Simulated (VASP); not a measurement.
Here is a VASP 6.6.1 calculation.

INCAR

```
PREC = Accurate
ENCUT = 520
EDIFF = 1E-7
ISMEAR = -1
SIGMA = 0.1
LREAL = False
LASPH = True
NELM = 100
ALGO = Normal
ISIF = 2
LWAVE = False
LCHARG = False
GGA = PE
NBANDS = 8
```

File KPOINTS:

```
regular mesh
0
Gamma
  16 16 16
```

Contents of POSCAR:

```
P
1.0
    0.0000000000      1.9375504389      1.9375504389
    1.9375504389      0.0000000000      1.9375504389
    1.9375504389      1.9375504389      0.0000000000
P
1
Direct
    0.0000000000      0.0000000000      0.0000000000
```

Potentials or basis: VASP PAW PBE potentials, release 64 (P).

The run is started by

```sh
$ cat potpaw_PBE.64/P/POTCAR > POTCAR
$ mpirun -np 1 vasp_std > vasp.out
```

(1) What does it give for the pressure?

Results:

(1) 0.3 GPa.
